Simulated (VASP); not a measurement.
The system is Bi4Te.

```xyz
5
Lattice="3.4465 1.9898 5.0442 -3.4465 1.9898 5.0442 0.0000 -3.9797 5.0442" Properties=species:S:1:pos:R:3 pbc="T T T"
Bi    0.0000    0.0000    7.5662
Bi    0.3945    1.9898    5.0442
Bi   -1.9205   -0.6533    5.0442
Bi    1.5260   -1.3366    5.0442
Te    0.0000    0.0000    0.0000
```

The cell was built from a structure type or drawn by symmetry, and may not be a known phase.

```yaml
Program: VASP 6.6.1
Task: relaxation of cell and atoms
Functional: PBE
Potentials_or_basis: VASP PAW PBE potentials, release 64 (Bi_d, Te)
Cutoff: 600 eV
k_mesh: 6 × 6 × 6
Occupations: gaussian, width 0.1 eV
Spin: no spin polarisation
```

At the start: pressure 0.3 GPa; volume 41.51 Å³/atom.

Problem. How do energy, volume and symmetry change on relaxing?

Solution. Over 6 steps the energy falls by 6.2 meV/atom and the volume is 42.32 Å³/atom (+1.9 %); space group R32 (No. 155, to 0.1 Å) before and after.

Step by step:
| step | energy change (eV) | largest force (eV/Å) | pressure (GPa) | volume (Å³) |
| --- | --- | --- | --- | --- |
| 1 | 0.0000 | 0.0939 | 0.34 | 207.56 |
| 2 | -0.0225 | 0.0568 | 0.04 | 210.15 |
| 3 | -0.0297 | 0.0138 | -0.27 | 213.21 |
| 4 | -0.0299 | 0.0208 | -0.23 | 212.74 |
| 5 | -0.0306 | 0.0220 | 0.15 | 210.84 |
| 6 | -0.0311 | 0.0048 | 0.00 | 211.59 |

Final structure:
```xyz
5
Lattice="3.4225 1.9760 5.2144 -3.4225 1.9760 5.2144 0.0000 -3.9520 5.2144" Properties=species:S:1:pos:R:3 pbc="T T T"
Bi    0.0000    0.0000    7.8215
Bi    0.4019    1.9760    5.2144
Bi    1.5103    1.3360   10.4287
Bi    1.5103   -1.3360    5.2144
Te    0.0000    0.0000    0.0000
```
